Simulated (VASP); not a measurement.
Set up this calculation in VASP 6.6.1, as the native input.

```yaml
Task: single point
Functional: LDA
Potentials_or_basis: VASP PAW LDA potentials, release 64 (Zn, S)
Cutoff: 500 eV
k_mesh: 16 × 16 × 16
Occupations: fermi-dirac, width 0.08 eV
Spin: no spin polarisation
Dipole_correction: no
Further_INCAR_settings: ALGO = Normal; EDIFF = 1e-06; NBANDS = 16
```

The structure of ZnS (rocksalt type) lies in POSCAR:

```
ZnS
1.0
    0.0000000000      2.3796583930      2.3796583930
    2.3796583930      0.0000000000      2.3796583930
    2.3796583930      2.3796583930      0.0000000000
Zn S
1 1
Direct
    0.0000000000      0.0000000000      0.0000000000
    0.5000000000      0.5000000000      0.5000000000
```

This cell differs from its parent crystal: volume scaled by 0.88.

The input as run:

INCAR

```
SYSTEM = ZnS
PREC = Accurate
ENCUT = 500
EDIFF = 1E-6
ISMEAR = -1
SIGMA = 0.08
LREAL = .FALSE.
LASPH = .TRUE.
NELM = 120
ALGO = Normal
ISIF = 2
LWAVE = .FALSE.
LCHARG = .TRUE.
LELF = .TRUE.
LVHAR = .TRUE.
NBANDS = 16
GGA_COMPAT = .FALSE.
```

KPOINTS

```
regular mesh
0
G
  16 16 16
  0 0 0
```

Potentials or basis: VASP PAW LDA potentials, release 64 (Zn, S).

Launch:

```bash
$ cat potpaw_LDA.64/Zn/POTCAR potpaw_LDA.64/S/POTCAR > POTCAR
$ mpirun -np 1 vasp_std > vasp.out
```

Results of the run:

The pressure is 18.9 GPa and the band gap on the k mesh is zero (band 9 reaches 6.18 eV, above the bottom of band 10 at 5.60 eV).

Run time: 49 s on 1 thread of Intel Xeon 6975P-C (shared host), peak memory 0.18 GiB.
